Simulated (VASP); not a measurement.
The system is Si.

```
Si
1.0
     5.42712    0.00000    0.00000
     0.00000    5.42712    0.00000
     0.00000    0.00000    5.42712
Si
8
Cartesian
  4.0703 4.0703 4.0703
  1.3568 1.3568 4.0703
  1.3568 4.0703 1.3568
  4.0703 1.3568 1.3568
  2.7136 2.7136 2.7136
  0.0000 0.0000 2.7136
  0.0000 2.7136 0.0000
  2.7136 0.0000 0.0000
```

Base run:

```yaml
Program: VASP 6.6.1
Functional: HSE06
Potentials_or_basis: VASP PAW PBE potentials, release 64 (Si)
Cutoff: 520 eV
k_mesh: 3 × 3 × 3
Occupations: gaussian, width 0.01 eV
Spin: no spin polarisation
```

Its results: band gap on the k mesh 1.29 eV; pressure 0.5 GPa.

Question: The run is repeated on the same cell with these changes: functional from HSE06 to PBEsol. What comes out?

Answer: Band gap on the k mesh 0.58 eV; pressure 0.6 GPa.

HSE06 gives the wider gap, since exact exchange removes part of the self-interaction.

Caveats: the PAW data sets were made with another functional, which shifts forces and pressure a little.

A k mesh can miss the band edges.
